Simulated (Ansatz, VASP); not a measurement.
# WSe2: VASP beside Ansatz

```xyz
9
Lattice="3.2709 0.0000 0.0000 -1.6355 2.8327 0.0000 0.0000 0.0000 28.3092" Properties=species:S:1:pos:R:3 pbc="T T T"
W     1.6355    0.9442    0.0000
W     0.0000    1.8885   21.8962
W     0.0000    1.8885    6.4131
Se    0.0000    1.8885    1.6241
Se    1.6355    0.9442   23.5204
Se    1.6355    0.9442    8.0351
Se    0.0000    1.8885   26.6851
Se    1.6355    0.9442   20.2741
Se    1.6355    0.9442    4.7888
```

Change from the starting cell: strain +0.000 along x and y, -0.030 along z, atoms carried along.

Alike in both runs: task single point; functional PBEsol; k mesh 12 × 12 × 1; occupations gaussian, width 0.05 eV; no spin polarisation.

|  | VASP | Ansatz |
| --- | --- | --- |
| version | VASP 6.6.1 | Ansatz 0.2.0 |
| potentials or method | VASP PAW PBE potentials, release 64 (W_sv, Se), cutoff 520 eV | scalar-relativistic, plane waves, PAW |
| valence electrons in the cell | 78 | 138 |

```csv
,VASP,Ansatz,Ansatz less VASP
gap on the k mesh at the Fermi level (eV),1.14,1.14,+0.005
least direct gap on the mesh (eV),1.50,1.51,+0.004
rms of the force components (eV/Å),0.474,0.440,-0.0333
```

VASP's potentials were made for PBE, not for PBEsol. Atom by atom the forces differ by 0.033 eV/Å (rms over components). VASP's potentials hold 78 valence electrons a cell and Ansatz's 138, so a difference there can come from the potentials and not from the codes.

Neither program's run includes spin-orbit coupling.
